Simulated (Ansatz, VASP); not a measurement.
P in VASP and in Ansatz

```
P
1.0
     1.75957    1.01589    3.19106
    -1.75957    1.01589    3.19106
     0.00000   -2.03178    3.19106
P
2
Direct
  0.77292 0.77292 0.77292
  0.22708 0.22708 0.22708
```

Alike in both runs: task single point; functional r2SCAN; k mesh 9 × 9 × 9; occupations gaussian, width 0.1 eV; collinear spin.

|  | VASP | Ansatz |
| --- | --- | --- |
| version | VASP 6.6.1 | Ansatz 0.2.0 |
| potentials or method | VASP PAW PBE potentials, release 64 (P) | Ansatz NC |
| plane-wave cutoff (eV) | 520 | 560 |
| valence electrons in the cell | 10 | 10 |

VASP gave:

```
gap on the k mesh at the Fermi level (eV)                     : none
pressure (GPa)                                                : -4.8
traceless stress, the component that is largest in VASP (GPa) : 0.85
rms of the force components (eV/Å)                            : 0.254
net moment per atom (μB)                                      : 0.00
```

Question: Which values does Ansatz return?

Answer: gap on the k mesh at the Fermi level (eV): none; pressure (GPa): -4.3; traceless stress, the component that is largest in VASP (GPa): 0.76; rms of the force components (eV/Å): 0.212; net moment per atom (μB): 0.00.

VASP's potentials were made for PBE, not for r2SCAN. Atom by atom the forces differ by 0.042 eV/Å (rms over components). A gap of «none» marks a metal or a gap that the smearing closes.
